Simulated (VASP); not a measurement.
# PtSe2 (C2/m) in VASP: single point with PBE+D3(BJ)

Aim: the single point of PtSe2 with PBE+D3(BJ).

Program: VASP 6.6.1. These are calculated values, not measurements. Logs are shortened: lines on timing, memory, paths and dates and some standing lists are left out, and cuts for length are marked.

### Step 1. The cell of the first run

It takes space group C2/m (No. 12, monoclinic). Conventional cell: a = 6.450 Å, b = 3.724 Å, c = 10.625 Å, α = 90.00°, β = 107.67°, γ = 90.00°. Within 3.3 Å of Pt (site symmetry m) lie 6 Se at 2.49 Å. Se (site symmetry m) has 3 Pt at 2.49 Å and 4 Se at 2.75 to 3.32 Å within 3.4 Å. Within 3.4 Å of Se (site symmetry m) lie 3 Pt at 2.49 Å and 6 Se at 3.32 Å.

### Step 2. Single point, PBE+D3(BJ)

Input file INCAR:

```
PREC = Accurate
ENCUT = 520
EDIFF = 1E-6
ISMEAR = 0
SIGMA = 0.15
LREAL = F
LASPH = T
NELM = 100
ALGO = Fast
ISIF = 2
LWAVE = F
LCHARG = F
GGA = PE
IVDW = 12
ISYM = 0
NBANDS = 31
```

Input file KPOINTS:

```
Automatic mesh
0
Gamma
  14 14 5
```

Input file POSCAR:

```
PtSe2
1.0
   -3.7240006046      0.0000000000      0.0000000000
   -1.8620003023     -3.2250791273      0.0000000000
   -1.8620003023      0.0000000000     10.1240000000
Pt Se
2 4
Direct
   -0.3750000000      0.0000000000      0.7500000000
   -0.1250000000      0.0000000000      0.2500000000
   -0.1041666667      0.3333333333      0.8750000000
    0.1458333333      0.3333333333      0.3750000000
    0.6041666667      0.6666666667      0.1250000000
    0.3541666667      0.6666666667      0.6250000000
```

Potentials or basis: VASP PAW PBE potentials, release 64 (Pt, Se).

Started as:

```sh
$ cat potpaw_PBE.64/Pt/POTCAR potpaw_PBE.64/Se/POTCAR > POTCAR
$ mpirun -np 1 vasp_std > vasp.out
```

OUTCAR:

```text
PREC = Accurate
   ENCUT = 520
   EDIFF = 1E-6
   ISMEAR = 0
   LREAL = F
   LASPH = T
   NELM = 100
   ISIF = 2
   GGA = PE
   IVDW = 12
   ISYM = 0
 IVDW          = 12

 ion  position               nearest neighbor table
   1  0.625  0.000  0.750-   3 2.49   6 2.49   6 2.49   3 2.49   3 2.49   6 2.49
   2  0.875  0.000  0.250-   4 2.49   5 2.49   5 2.49   4 2.49   4 2.49   5 2.49
   3  0.896  0.333  0.875-   1 2.49   1 2.49   1 2.49   5 2.75
   4  0.146  0.333  0.375-   2 2.49   2 2.49   2 2.49
   5  0.604  0.667  0.125-   2 2.49   2 2.49   2 2.49   3 2.75
   6  0.354  0.667  0.625-   1 2.49   1 2.49   1 2.49

IMPORTANT INFORMATION: All symmetrisations will be switched off!
NOSYMM: (Re-)initialisation of all symmetry stuff for point group C_1.

----------------------------------------------------------------------------------------

                                     Primitive cell

  volume of cell :     121.5912

  direct lattice vectors                    reciprocal lattice vectors
    -3.724000605  0.000000000  0.000000000    -0.268528420  0.155034956 -0.049387594
    -1.862000302 -3.225079127  0.000000000     0.000000000 -0.310069912  0.000000000
    -1.862000302  0.000000000 10.124000000     0.000000000  0.000000000  0.098775188

  length of vectors
     3.724000605  3.724000605 10.293804988     0.313978478  0.310069912  0.098775188

  position of ions in fractional coordinates (direct lattice)
     0.625000000  0.000000000  0.750000000
     0.875000000  0.000000000  0.250000000
     0.895833333  0.333333333  0.875000000
     0.145833333  0.333333333  0.375000000
     0.604166667  0.666666667  0.125000000
     0.354166667  0.666666667  0.625000000

  ion indices of the primitive-cell ions
   primitive index   ion index
                 1           1
                 2           2
                 3           3
                 4           4
                 5           5
                 6           6

----------------------------------------------------------------------------------------

 KPOINTS: Automatic mesh

Automatic generation of k-mesh.
 Grid dimensions read from file:
 generate k-points for:   14   14    5

 Generating k-lattice:

  Cartesian coordinates                     Fractional coordinates (reciprocal lattice)
    -0.019180601  0.011073925 -0.003527685     0.071428571  0.000000000  0.000000000
     0.000000000 -0.022147851  0.000000000     0.000000000  0.071428571  0.000000000
     0.000000000  0.000000000  0.019755038     0.000000000  0.000000000  0.200000000

  Length of vectors
     0.022427034  0.022147851  0.019755038

  Shift w.r.t. Gamma in fractional coordinates (k-lattice)
     0.000000000  0.000000000  0.000000000

 -----------------------------------------------------------------------------
|                                                                             |
|           W    W    AA    RRRRR   N    N  II  N    N   GGGG   !!!           |
|           W    W   A  A   R    R  NN   N  II  NN   N  G    G  !!!           |
|           W    W  A    A  R    R  N N  N  II  N N  N  G       !!!           |
|           W WW W  AAAAAA  RRRRR   N  N N  II  N  N N  G  GGG   !            |
|           WW  WW  A    A  R   R   N   NN  II  N   NN  G    G                |
|           W    W  A    A  R    R  N    N  II  N    N   GGGG   !!!           |
|                                                                             |
|     Your reciprocal lattice and k-lattice belong to different lattice       |
|     classes:                                                                |
|                                                                             |
|        The reciprocal lattice is body-centered orthorhombic,                |
|        whereas your k-lattice is base-centered monoclinic.                  |
|                                                                             |
|     Results are often still useful ...                                      |
|                                                                             |
 -----------------------------------------------------------------------------

 WARNING: IBZKPT: internal override: KBLOWUP is changed to .FALSE.
      ... skipping the blow-up phase ...

 Subroutine IBZKPT returns following result:
 ===========================================

 Found    492 irreducible k-points:

 Following reciprocal coordinates:
            Coordinates               Weight
  0.000000  0.000000  0.000000      1.000000
  0.071429  0.000000  0.000000      2.000000
  0.142857  0.000000  0.000000      2.000000
  0.214286  0.000000  0.000000      2.000000
  0.285714 -0.000000 -0.000000      2.000000
  0.357143 -0.000000 -0.000000      2.000000
[... 16 lines left out ...]
  0.000000  0.142857  0.000000      2.000000
  0.071429  0.142857  0.000000      2.000000
 [... further k-points ...]
   k-points           NKPTS =    492   k-points in BZ     NKDIM =    492   number of bands    NBANDS=     31
   number of dos      NEDOS =    301   number of ions     NIONS =      6
   total plane-waves  NPLWV =  62720
   dimension x,y,z NGX =    28 NGY =   28 NGZ =   80
   dimension x,y,z NGXF=    56 NGYF=   56 NGZF=  160
   ions per type =               2   4
   NGX,Y,Z   is equivalent  to a cutoff of  12.50, 12.50, 12.92 a.u.
   NGXF,Y,Z  is equivalent  to a cutoff of  25.00, 25.00, 25.84 a.u.
 SYSTEM =  unknown system
   PREC   = accura    normal or accurate (medium, high low for compatibility)
   ISTART =      0    job   : 0-new  1-cont  2-samecut
   ICHARG =      2    charge: 1-file 2-atom 10-const
   ISPIN  =      1    spin polarized calculation?
   LNONCOLLINEAR =      F non collinear calculations
   LSORBIT =      F    spin-orbit coupling
   LASPH  =      T    aspherical Exc in radial PAW
   ENCUT  =  520.0 eV  38.22 Ry    6.18 a.u.   6.92  6.92 19.14*2*pi/ulx,y,z
   NELM   =    100;   NELMIN=  2; NELMDL= -5     # of ELM steps
   EDIFF  = 0.1E-05   stopping-criterion for ELM
   LREAL  =      F    real-space projection
   EDIFFG = 0.1E-04   stopping-criterion for IOM
   NSW    =      0    number of steps for IOM
   IBRION =     -1    ionic relax: 0-MD 1-quasi-New 2-CG
   NFREE  =      0    steps in history (QN), initial steepest desc. (CG)
   ISIF   =      2    stress and relaxation
   ISYM   =      0    0-nonsym 1-usesym 2-fastsym
   POTIM  = 0.5000    time-step for ionic-motion
   TEBEG  =    0.0;   TEEND  =   0.0 temperature during run
   PSTRESS=    0.0 pullay stress
   NELECT =      44.0000    total number of electrons
   NUPDOWN=      -1.0000    fix difference up-down
   EMIN   =  10.00;   EMAX   =-10.00  energy-range for DOS
   EFERMI =   0.00;   METHOD = LEGACY
   ISMEAR =     0;   SIGMA  =   0.15  broadening in eV -4-tet -1-fermi 0-gaus
   EFERMI_NEDOS =   21; number of points for ismear=-14 and -15
   IALGO  =     68    algorithm
   IMIX   =      4    mixing-type and parameters
     AMIX     =   0.40;   BMIX     =  1.00
     AMIX_MAG =   1.60;   BMIX_MAG =  1.00
  volume/ion in A,a.u.               =      20.27       136.76
  Fermi-wavevector in a.u.,A,eV,Ry     =   1.166608  2.204570 18.517180  1.360974
  Thomas-Fermi vector in A             =   2.303119
   LORBIT       =      0    0 simple, 1 ext, 2 COOP (PROOUT), +10 PAW based schemes
   GGA     = PE    functional components
   LHFCALC =     F    Hartree Fock is set to
   AEXX    =    0.0000 exact exchange contribution
   IVDW    =    12    specifies the selected vdW correction
   LEPSILON=     F    determine dielectric tensor
   LRPA    =     F    only Hartree local field effects (RPA)
 non-spin polarized calculation
 RMM-DIIS sequential band-by-band and
 Gauss-broadening in eV      SIGMA  =   0.15
  energy-cutoff  :      520.00
  volume of cell :      121.59
 maximum number of plane-waves:      3300
   NGX = 13   NGY = 13   NGZ = 39

 number of electron      44.0000002 magnetization

 Free energy of the ion-electron system (eV)
  ---------------------------------------------------
  ext. energy  EPLUGINS =         0.00000000
  ---------------------------------------------------
  free energy    TOTEN  =       -28.00966159 eV

  energy without entropy =      -27.99034099  energy(sigma->0) =      -28.00000129

 E-fermi :   6.6433     XC(G=0): -10.6096

 val. band max:        6.6415742283   @ k =  -0.1429   0.0714   0.2000
 cond. band min:       6.6435556041   @ k =  -0.3571   0.2143   0.0000
 fundamental gap:      0.0019813758
 Fermi energy:         6.6432990552

 k-point     1 :       0.0000    0.0000    0.0000
  band No.  band energies     occupation
      1      -9.2541      2.00000
      2      -8.5695      2.00000
      3      -7.5817      2.00000
      4      -6.3003      2.00000
      5      -0.8625      2.00000
      6       0.1063      2.00000
[... 23 lines left out ...]
     30      12.9023      0.00000
     31      13.4131      0.00000

 k-point     2 :       0.0714    0.0000    0.0000
  band No.  band energies     occupation
      1      -9.1975      2.00000
      2      -8.5183      2.00000
      3      -7.5658      2.00000
      4      -6.3290      2.00000
      5      -0.7929      2.00000
      6       0.0650      2.00000
[... 23 lines left out ...]
     30      12.6972      0.00000
     31      13.3415      0.00000

 k-point     3 :       0.1429    0.0000    0.0000
  band No.  band energies     occupation
      1      -9.0333      2.00000
      2      -8.3692      2.00000
      3      -7.5223      2.00000
      4      -6.4068      2.00000
      5      -0.6115      2.00000
      6      -0.0786      2.00000
[... 703 lines left out ...]
     30      12.3928      0.00000
     31      13.4191      0.00000

 k-point    24 :       0.0714    0.1429    0.0000
  band No.  band energies     occupation
      1      -9.0888      2.00000
      2      -8.4057      2.00000
      3      -7.5533      2.00000
      4      -6.3738      2.00000
      5      -0.6849      2.00000
      6      -0.0442      2.00000
[... 23 lines left out ...]
     30      12.3040      0.00000
     31      13.1856      0.00000

 [... further k-points ...]

------------------------ aborting loop because EDIFF is reached ----------------------------------------

 Edisp (eV)   -2.85786

 E8    (eV) :    -1.2253

  FORCE on cell =-STRESS in cart. coord.  units (eV):
  Direction    XX          YY          ZZ          XY          YZ          ZX
  --------------------------------------------------------------------------------------
  -------------------------------------------------------------------------------------
  Total       4.47016     3.34306     4.64294    -0.00034    -1.71225    -0.00076
  in kB      58.90216    44.05065    61.17885    -0.00454   -22.56187    -0.01000
  external pressure =       54.71 kB  Pullay stress =        0.00 kB

 VOLUME and BASIS-vectors are now :
 -----------------------------------------------------------------------------
  energy-cutoff  :      520.00
  volume of cell :      121.59
      direct lattice vectors                 reciprocal lattice vectors
    -3.724000605  0.000000000  0.000000000    -0.268528420  0.155034956 -0.049387594
    -1.862000302 -3.225079127  0.000000000     0.000000000 -0.310069912  0.000000000
    -1.862000302  0.000000000 10.124000000     0.000000000  0.000000000  0.098775188

 POSITION                                       TOTAL-FORCE (eV/Angst)
 -----------------------------------------------------------------------------------
     -3.72400      0.00000      7.59300         0.000151     -0.055830     -0.260883
     -3.72400      0.00000      2.53100        -0.000152      0.055820      0.260871
     -5.58600     -1.07503      8.85850        -0.000271      0.293051     -0.013344
     -1.86200     -1.07503      3.79650        -0.000047     -0.158945      0.646315
     -3.72400     -2.15005      1.26550         0.000270     -0.293054      0.013440
     -3.72400     -2.15005      6.32750         0.000048      0.158958     -0.646399
 -----------------------------------------------------------------------------------
    total drift:                               -0.000000      0.000009     -0.000001

  FREE ENERGIE OF THE ION-ELECTRON SYSTEM (eV)
  ---------------------------------------------------
  free  energy   TOTEN  =       -30.8675193866 eV

  energy  without entropy=      -30.8481987938  energy(sigma->0) =      -30.85785909
```

It took 34 min on 1 thread of Oxide Virtual Turin-like, shared host; peak memory 1.4 GiB.

What came out:

| Quantity | Value |
| --- | --- |
| Free energy | -30.8675 eV |
| Pressure | 5.5 GPa |
| Largest force | 0.666 eV/Å |
| Band gap on the k mesh | zero (bands 22 and 23 overlap by 0.75 eV) |
| Dispersion energy per atom | -0.476 eV |

Forces on the atoms (eV/Å):
```
Pt   0.000 -0.056 -0.261
Pt   0.000  0.056  0.261
Se   0.000  0.293 -0.013
Se   0.000 -0.159  0.646
Se   0.000 -0.293  0.013
Se   0.000  0.159 -0.646
```

Caveat: the cell stands under pressure; spin-orbit coupling is left out, which moves the levels of the heavy elements.
